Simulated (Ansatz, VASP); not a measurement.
Two plane-wave programs on HC20

```
C H
1.0
     7.20155    0.00000    0.00000
    -3.31941    7.79078    0.00000
     0.00000    0.00000   22.79168
C H
40 2
Direct
  0.25011 0.16670 0.17550
  0.25011 0.66670 0.17550
  0.75011 0.16670 0.17550
  0.75011 0.66670 0.17550
  0.24989 0.33330 0.17550
  0.24989 0.83330 0.17550
  0.74989 0.33330 0.17550
  0.74989 0.83330 0.17550
  0.25011 0.41670 0.22913
  0.25011 0.91670 0.22913
  0.75011 0.41670 0.22913
  0.75011 0.91670 0.22913
  0.24989 0.08330 0.22913
  0.24989 0.58330 0.22913
  0.74989 0.08330 0.22913
  0.74989 0.58330 0.22913
  0.25005 0.16765 0.28273
  0.25005 0.66765 0.28273
  0.75005 0.16765 0.28273
  0.75005 0.66765 0.28273
  0.24995 0.33235 0.28273
  0.24995 0.83235 0.28273
  0.74995 0.33235 0.28273
  0.74995 0.83235 0.28273
  0.25006 0.41834 0.33654
  0.25006 0.91834 0.33654
  0.75006 0.41834 0.33654
  0.75006 0.91834 0.33654
  0.24994 0.08166 0.33654
  0.24994 0.58166 0.33654
  0.74994 0.08166 0.33654
  0.74994 0.58166 0.33654
  0.25019 0.17717 0.38574
  0.25019 0.67717 0.38574
  0.75019 0.17717 0.38574
  0.75019 0.67717 0.38574
  0.24981 0.32283 0.38574
  0.24981 0.82283 0.38574
  0.74981 0.32283 0.38574
  0.74981 0.82283 0.38574
  0.99981 0.28445 0.51737
  0.99981 0.36121 0.51737
```

Alike in both runs: task single point; functional LDA; k mesh 4 × 4 × 1; occupations gaussian, width 0.05 eV; no spin polarisation.

```csv
,VASP,Ansatz
version,VASP 6.6.1,Ansatz 0.2.0
potentials or method,"VASP PAW LDA potentials, release 64 (C, H), cutoff 520 eV","scalar-relativistic, plane waves, PAW"
valence electrons in the cell,162,162
```

```tsv
	VASP	Ansatz	Ansatz less VASP
rms of the force components (eV/Å)	1.913	1.918	+0.0050
```

Ansatz warns that its potentials were made for another functional, while VASP's fit it. LDA's correlation is that of Perdew and Zunger in VASP and of Perdew and Wang (1992) in Ansatz. Atom by atom the forces differ by 0.030 eV/Å (rms over components).
